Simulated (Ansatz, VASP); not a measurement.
Two plane-wave programs on TiSi2

INCAR

```
SYSTEM = TiSi2
ALGO = Normal
EDIFF = 1E-7
ENCUT = 520
ISIF = 2
ISMEAR = 0
LASPH = .TRUE.
LCHARG = .TRUE.
LELF = .TRUE.
LREAL = .FALSE.
LVHAR = .TRUE.
LWAVE = .FALSE.
NBANDS = 17
NELM = 100
PREC = Accurate
SIGMA = 0.15
```

Contents of KPOINTS:

```
k-points
0
G
  18 18 18
  0 0 0
```

File POSCAR:

```
TiSi2
1.0
   -1.4410529458      1.6701060708      4.1004087654
    1.4410529458     -1.6701060708      4.1004087654
    1.4410529458      1.6701060708     -4.1004087654
Ti Si
1 2
Direct
    0.0000000000      0.0000000000      0.0000000000
    0.3369712579      0.3369712579      0.0000000000
    0.6630287421      0.6630287421      0.0000000000
```

Input for Ansatz:

```yaml
crystal:
  lattice:
    - [-1.4410529458, 1.6701060708, 4.1004087654]
    - [1.4410529458, -1.6701060708, 4.1004087654]
    - [1.4410529458, 1.6701060708, -4.1004087654]
  atoms:
    - { symbol: Ti, position: [0.0, 0.0, 0.0] }
    - { symbol: Si, position: [0.3369712579, 0.3369712579, 0.0] }
    - { symbol: Si, position: [0.6630287421, 0.6630287421, 0.0] }
basis:
  ecutwfc: 520.0
kpoints:
  mp_grid: { grid: [18, 18, 18] }
hamiltonian:
  xc: lda
  pseudopotentials: { kind: paw, azcp: { folder: soft_1 } }
scf:
  occupations: { method: gaussian, width: 0.15 }
output:
  forces: true
  stress: true
  eigenvalues: true
```

Alike in both runs: task single point; functional LDA; k mesh 18 × 18 × 18; occupations gaussian, width 0.15 eV; no spin polarisation.

|  | VASP | Ansatz |
| --- | --- | --- |
| version | VASP 6.6.1 | Ansatz 0.2.0 |
| potentials or method | VASP PAW LDA potentials, release 64 (Ti_sv, Si), cutoff 520 eV | scalar-relativistic, plane waves, PAW |
| valence electrons in the cell | 20 | 20 |

|  | VASP | Ansatz | Ansatz less VASP |
| --- | --- | --- | --- |
| gap on the k mesh at the Fermi level (eV) | none | none | - |
| pressure (GPa) | 5.4 | 5.2 | -0.20 |
| traceless stress, the component that is largest in VASP (GPa) | 1.60 | 1.57 | -0.027 |
| rms of the force components (eV/Å) | 0.277 | 0.275 | -0.0024 |

Ansatz warns that its potentials were made for another functional, while VASP's fit it. LDA's correlation is that of Perdew and Zunger in VASP and of Perdew and Wang (1992) in Ansatz. Atom by atom the forces differ by 0.002 eV/Å (rms over components). A gap of «none» marks a metal or a gap that the smearing closes.
